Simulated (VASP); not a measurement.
**SnSe2: single point with r2SCAN+rVV10**

The system is SnSe2.

```xyz
3
Lattice="3.8110 0.0000 0.0000 -1.9055 3.3004 0.0000 0.0000 0.0000 6.0746" Properties=species:S:1:pos:R:3 pbc="T T T"
Sn    0.0000    0.0000    0.0000
Se    1.9055    1.1001    4.5621
Se    0.0000    2.2003    1.5522
```

This cell differs from its parent crystal: last atom moved by 0.04 Å along z, cell strained by -1.0% along z.

```
Program                : VASP 6.6.1
Task                   : single point
Functional             : r2SCAN
Dispersion             : rVV10
Potentials or basis    : VASP PAW PBE potentials, release 64 (Sn_d, Se)
Cutoff                 : 620 eV
k mesh                 : 13 × 13 × 7
Occupations            : gaussian, width 0.03 eV
Spin                   : no spin polarisation
Tolerance level        : standard
Purpose                : forces
Further INCAR settings : ADDGRID = False; ALGO = Normal; EDIFF = 1e-07; NBANDS = 35
```

```yaml
Pressure: 2.9 GPa
Largest_force: 0.675 eV/Å
Band_gap_on_the_k_mesh: 0.91 eV (least direct gap 1.42 eV)
```

Forces on the atoms (eV/Å):
```
Sn   0.000  0.000  0.330
Se   0.000  0.000 -0.675
Se   0.000  0.000  0.346
```

Stress tensor (GPa, compression positive):
```
2.40 0.00 0.00
0.00 2.40 0.00
0.00 0.00 3.88
```

Levels at points of the mesh, in eV from the valence-band top:
| k point | band 11 | band 12 | band 13 | band 14 | band 15 | band 16 |
| --- | --- | --- | --- | --- | --- | --- |
| (0.00, 0.00, 0.00) | -0.50 | -0.50 | -0.03 | 1.39 | 3.33 | 4.95 |

Wall time 14 min on 1 thread of Intel(R) Xeon(R) 6975P-C (Granite Rapids), on a shared host, peak memory 0.67 GiB.

Caveat: the cell differs from its parent crystal (last atom moved by 0.04 Å along z, cell strained by -1.0% along z); the PAW data sets were made with another functional, which shifts forces and pressure a little; spin-orbit coupling is left out, which moves the levels of the heavy elements; an odd mesh through Γ misses points on the zone boundary, where band edges can lie.
